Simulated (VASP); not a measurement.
Input of a VASP 6.6.1 run:

File INCAR:

```
SYSTEM = SnO
PREC     = Accurate       ! precision mode
ENCUT    = 520            ! plane-wave cutoff, eV
EDIFF    = 1E-6           ! SCF threshold, eV
ISMEAR   = -1             ! smearing method
SIGMA    = 0.01           ! smearing width, eV
LREAL    = .False.        ! projectors in reciprocal space
LASPH    = .True.         ! aspherical terms in the spheres
NELM     = 60             ! most SCF steps
ALGO     = Normal         ! electronic algorithm
ISIF     = 2              ! what is computed and relaxed
LWAVE    = .False.        ! write WAVECAR
LCHARG   = .False.        ! write CHGCAR
GGA      = PE             ! functional
NBANDS   = 28             ! bands
```

File KPOINTS:

```
regular mesh
0
Gamma
  8 8 6
  0 0 0
```

File POSCAR:

```
SnO
1.0
    3.7506153226      0.0000000000      0.0000000000
    0.0000000000      3.7506153226      0.0000000000
    0.0000000000      0.0000000000      4.7706406366
Sn O
2 2
Direct
    0.0000000000      0.5000000000      0.2385000000
    0.5000000000      0.0000000000      0.7615000000
    0.0000000000      0.0000000000      0.0000000000
    0.5000000000      0.5000000000      0.0000000000
```

Potentials or basis: VASP PAW PBE potentials, release 64 (Sn_d, O).

The run is started by

```sh
$ cat potpaw_PBE.64/Sn_d/POTCAR potpaw_PBE.64/O/POTCAR > POTCAR
$ mpirun -np 1 vasp_std > vasp.out
```

**Question.** Estimate the largest force.

**Answer.** 1.073 eV/Å.

**Question.** Predict the band gap on the k mesh.

**Answer.** Zero (bands 20 and 21 overlap by 0.13 eV).

**Question.** Predict the pressure.

**Answer.** 9.0 GPa.

Forces in eV/Å, atoms in the order of the input:
```
Sn   0.000  0.000  1.073
Sn   0.000  0.000 -1.073
O    0.000  0.000  0.000
O    0.000  0.000  0.000
```

Caveat: the cell stands under pressure; semilocal functionals underestimate gaps, and a narrow one can read as zero; spin-orbit coupling is left out, which moves the levels of the heavy elements; forces of over 1 eV/Å act on the atoms, so gaps and moduli don't describe the material at rest.
